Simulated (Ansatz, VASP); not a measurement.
# One calculation of SnGe2, two programs

```
Sn Ge
1.0
     4.29271    0.00000    0.00000
    -2.14636    3.71760    0.00000
     0.00000    0.00000   10.54839
Sn Ge
2 4
Direct
  0.66667 0.33333 0.20805
  0.33333 0.66667 0.79195
  0.33333 0.66667 0.53640
  0.00000 0.00000 0.88210
  0.66667 0.33333 0.46360
  0.00000 0.00000 0.11790
```

Alike in both runs: functional PBE; k mesh 12 × 12 × 4; occupations gaussian, width 0.1 eV; no spin polarisation.

Ansatz relaxed the structure, and its values are those at the end. VASP's run is a single point on that final structure, the one shown.

|  | VASP | Ansatz |
| --- | --- | --- |
| version | VASP 6.6.1 | Ansatz 0.2.0 |
| potentials or method | VASP PAW PBE potentials, release 64 (Sn_d, Ge_d), cutoff 520 eV | scalar-relativistic, plane waves, PAW |
| valence electrons in the cell | 84 | 84 |

Ansatz gave:

```
gap on the k mesh at the Fermi level (eV) : none
pressure (GPa)                            : 0.0
rms of the force components (eV/Å)        : 0.004
```

**Question.** What did VASP give for the same quantities?

**Answer.** gap on the k mesh at the Fermi level (eV): none; pressure (GPa): 0.0; rms of the force components (eV/Å): 0.005.

A gap of «none» marks a metal or a gap that the smearing closes. The functional is the same, so the differences come from potentials, cutoffs and numerics.
